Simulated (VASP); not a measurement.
Runs of VASP 6.6.1 on Ta3AsAu2O13. The structure is that of space group P-6 (No. 174), or close to it. The cells are those of the table. 

```csv
level,cell,k mesh,gap on the mesh (eV),pressure (GPa),largest force (eV/Å)
PBEsol,"a = 5.381, b = 5.381, c = 9.472 Å, angles 90.0, 90.0, 120.0°, 19 atoms",4 × 4 × 2,none,(b),0.10
PBE,"a = 5.452, b = 5.452, c = 9.579 Å, angles 90.0, 90.0, 120.0°, 19 atoms",5 × 5 × 3,none,0.4,0.30
PBEsol+D3(BJ),"a = 5.328, b = 5.328, c = 9.441 Å, angles 90.0, 90.0, 120.0°, 19 atoms",4 × 4 × 2,none,0.8,0.10
RPBE,"a = 5.528, b = 5.528, c = 9.636 Å, angles 90.0, 90.0, 120.0°, 19 atoms",4 × 4 × 2,none,0.5,0.10
PBE,"a = 5.464, b = 5.464, c = 9.567 Å, angles 90.0, 90.0, 120.0°, 19 atoms",4 × 4 × 2,none,0.6,0.09
RPBE,"a = 5.452, b = 5.452, c = 9.579 Å, angles 90.0, 90.0, 120.0°, 19 atoms",4 × 4 × 2,none,4.3,(c)
PBE,"a = 5.043, b = 5.043, c = 9.442 Å, angles 90.0, 90.0, 120.0°, 19 atoms",4 × 4 × 2,none,21.1,(a)
PBE,"a = 5.452, b = 5.452, c = 9.579 Å, angles 90.0, 90.0, 120.0°, 19 atoms",6 × 6 × 3,none,0.4,0.30
```

Alike in all rows: task single point; potentials or basis VASP PAW PBE potentials, release 64 (Ta_pv, As, Au, O); no spin polarisation; cutoff (eV) 520; smearing fermi-dirac 0.05 eV.

Task: Estimate the missing entries.

Result: (a) 0.11; (b) 0.7; (c) 0.32.

Caveats: spin-orbit coupling is left out, which moves the levels of the heavy elements; the PAW data sets were made with another functional, which shifts forces and pressure a little (some runs); pairwise dispersion overbinds metals, which lowers pressure and volume (some runs).

A k mesh can miss the band edges, and the runs leave out spin-orbit coupling on As, Au, Ta.

A gap of «none» marks levels without a gap at the run's occupations.
